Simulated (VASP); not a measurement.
Input of a VASP 6.6.1 run:

Contents of INCAR:

```
SYSTEM = Ni
  PREC = Accurate
  ENCUT = 600
  EDIFF = 1E-7
  ISMEAR = -1
  SIGMA = 0.1
  LREAL = .FALSE.
  LASPH = .TRUE.
  NELM = 120
  ALGO = Normal
  ISIF = 3
  LWAVE = .FALSE.
  LCHARG = .FALSE.
  GGA = PS
  IBRION = 2
  NSW = 80
  EDIFFG = -0.01
  GGA_COMPAT = .FALSE.
  NELMIN = 4
```

Contents of KPOINTS:

```
Automatic mesh
0
G
  6 6 6
  0 0 0
```

Contents of POSCAR:

```
Ni
1.0
    4.4398105893      0.0000000000      0.0000000000
    0.0000000000      4.4398105893      0.0000000000
    0.0000000000      0.0000000000      4.4398105893
Ni
8
Direct
    0.0000000000      0.0000000000      0.0000000000
    0.5000000000      0.5000000000      0.5000000000
    0.2500000000      0.0000000000      0.5000000000
    0.7500000000      0.0000000000      0.5000000000
    0.5000000000      0.2500000000      0.0000000000
    0.5000000000      0.7500000000      0.0000000000
    0.0000000000      0.5000000000      0.2500000000
    0.0000000000      0.5000000000      0.7500000000
```

Potentials or basis: VASP PAW PBE potentials, release 64 (Ni).

Run with:

```bash
$ cat potpaw_PBE.64/Ni/POTCAR > POTCAR
$ mpirun -np 1 vasp_std > vasp.out
```

Problem. Estimate the band gap on the k mesh.

Solution. Zero (band 40 reaches 9.49 eV, above the bottom of band 41 at 9.34 eV).

Problem. What does it give for the space group after relaxing (to 0.05 Å)?

Solution. Pm-3n (No. 223).

Problem. What does it give for the relaxed cell?

Solution. a = 4.390 Å, b = 4.390 Å, c = 4.390 Å, α = 90.00°, β = 90.00°, γ = 90.00°.

Problem. Estimate the relaxed volume.

Solution. 10.58 Å³/atom.

Step by step:
```
step  energy change (eV)  largest force (eV/Å)  pressure (GPa)  volume (Å³)
   1              0.0000                0.0000           -6.78        87.52
   2              0.0039                0.0000            8.01        81.78
   3             -0.0641                0.0000           -0.01        84.61
```

Caveat: the PAW data sets were made with another functional, which shifts forces and pressure a little; the run has no spin polarisation, though such a crystal can be magnetic. Spin polarisation is off, so any magnetic state and its effect on volume and gap are missing.
